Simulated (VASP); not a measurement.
Here is a VASP 6.6.1 calculation.

INCAR

```
SYSTEM = Pt
PREC = Accurate
ENCUT = 520
EDIFF = 1E-6
ISMEAR = 1
SIGMA = 0.1
LREAL = .FALSE.
LASPH = .TRUE.
NELM = 80
ALGO = Normal
ISIF = 2
LWAVE = .FALSE.
LCHARG = .FALSE.
GGA = PS
NBANDS = 17
```

KPOINTS

```
Automatic mesh
0
G
  12 12 6
  0 0 0
```

Contents of POSCAR:

```
Pt
1.0
    2.7043100644      0.0000000000      0.0000000000
   -1.3521550322      2.3420013258      0.0000000000
    0.0000000000      0.0000000000      4.6943078975
Pt
2
Direct
    0.6666666667      0.3333333333      0.7500000000
    0.3333333333      0.6666666667      0.2500000000
```

Potentials or basis: VASP PAW PBE potentials, release 64 (Pt).

Command:

```console
$ cat potpaw_PBE.64/Pt/POTCAR > POTCAR
$ mpirun -np 1 vasp_std > vasp.out
```

Problem. Predict the pressure.

Solution. 5.1 GPa.

Problem. What does it give for the band gap on the k mesh?

Solution. Zero (band 10 reaches 11.91 eV, above the bottom of band 11 at 10.48 eV).

Stress tensor (GPa, compression positive):
```
5.59 0.00 0.00
0.00 5.59 0.00
0.00 0.00 4.11
```

Caveat: the PAW data sets were made with another functional, which shifts forces and pressure a little; spin-orbit coupling is left out, which moves the levels of the heavy elements.
